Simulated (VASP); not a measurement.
A run of VASP 6.6.1 is set up as follows.

File POSCAR:

```
LiH
1.0
    0.0000000000      1.9821065009      1.9821065009
    1.9821065009      0.0000000000      1.9821065009
    1.9821065009      1.9821065009      0.0000000000
Li H
1 1
Direct
    0.0000000000      0.0000000000      0.0000000000
    0.5000000000      0.5000000000      0.5000000000
```

The input INCAR.step1:

```
SYSTEM = LiH
PREC = Accurate
ENCUT = 520
ISMEAR = 0
SIGMA = 0.02
LREAL = .False.
LASPH = .True.
NELM = 100
NBANDS = 9
GGA = PE
ALGO = Normal
EDIFF = 1E-4
LWAVE = .True.
LCHARG = .False.
```

INCAR.step2

```
SYSTEM = LiH
PREC = Accurate
ENCUT = 520
EDIFF = 1E-7
ISMEAR = 0
SIGMA = 0.02
LREAL = .False.
LASPH = .True.
NELM = 100
ALGO = Normal
ISIF = 2
LWAVE = .False.
LCHARG = .False.
METAGGA = R2SCAN
LMIXTAU = .True.
NBANDS = 9
ISTART = 1
```

The input KPOINTS:

```
Automatic mesh
0
Gamma
  10 10 10
  0 0 0
```

Potentials or basis: VASP PAW PBE potentials, release 64 (Li_sv, H).

Run with:

```bash
$ cat potpaw_PBE.64/Li_sv/POTCAR potpaw_PBE.64/H/POTCAR > POTCAR
$ cp INCAR.step1 INCAR
$ mpirun -np 1 vasp_std > vasp.out
$ cp INCAR.step2 INCAR
$ mpirun -np 1 vasp_std > vasp.out
```

Q: What does it give for the band gap on the k mesh?

A: 3.56 eV.

Caveat: the PAW data sets were made with another functional, which shifts forces and pressure a little. r2SCAN opens gaps a little over a GGA but as a rule still falls short of measured ones.
